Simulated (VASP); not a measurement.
Input of a VASP 6.6.1 run:

The input INCAR:

```
SYSTEM = Al2GaP3
ALGO = Normal
EDIFF = 1E-6
ENCUT = 520
GGA = PE
ISIF = 2
ISMEAR = 0
LASPH = .True.
LCHARG = .True.
LELF = .True.
LREAL = .False.
LVHAR = .True.
LWAVE = .False.
NBANDS = 46
NELM = 60
PREC = Accurate
SIGMA = 0.02
```

Contents of KPOINTS:

```
k-points
0
Gamma
  6 6 4
  0 0 0
```

POSCAR

```
Al2GaP3
1.0
    6.7305890252      0.0000000000      0.0000000000
   -3.3652945126      5.8288610782      0.0000000000
    0.0000000000      0.0000000000      6.3887221000
Al Ga P
4 2 6
Direct
    0.0000000000      0.0000000000      0.0003880000
    0.6667410000      0.6667410000      0.4996800000
    0.3332590000      0.0000000000      0.4996800000
    0.0000000000      0.3332590000      0.4996800000
    0.3333333333      0.6666666667      0.0009550000
    0.6666666667      0.3333333333      0.0009550000
    0.3333333333      0.6666666667      0.3758420000
    0.0000000000      0.0000000000      0.3744660000
    0.6666666667      0.3333333333      0.3758420000
    0.6670770000      0.6670770000      0.8741710000
    0.3329230000      0.0000000000      0.8741710000
    0.0000000000      0.3329230000      0.8741710000
```

Potentials or basis: VASP PAW PBE potentials, release 64 (Al, Ga_d, P).

The run is started by

```console
$ cat potpaw_PBE.64/Al/POTCAR potpaw_PBE.64/Ga_d/POTCAR potpaw_PBE.64/P/POTCAR > POTCAR
$ mpirun -np 1 vasp_std > vasp.out
```

Task: Predict the pressure.

Result: -0.1 GPa.

Task: What does it give for the largest force?

Result: 0.006 eV/Å.

Forces on the atoms (eV/Å):
```
Al   0.000  0.000  0.002
Al   0.000  0.000 -0.001
Al   0.000  0.000 -0.001
Al   0.000  0.000 -0.001
Ga   0.000  0.000  0.000
Ga   0.000  0.000  0.000
P    0.000  0.000  0.005
P    0.000  0.000 -0.001
P    0.000  0.000  0.005
P    0.003  0.004 -0.003
P   -0.005  0.000 -0.003
P    0.003 -0.004 -0.003
```
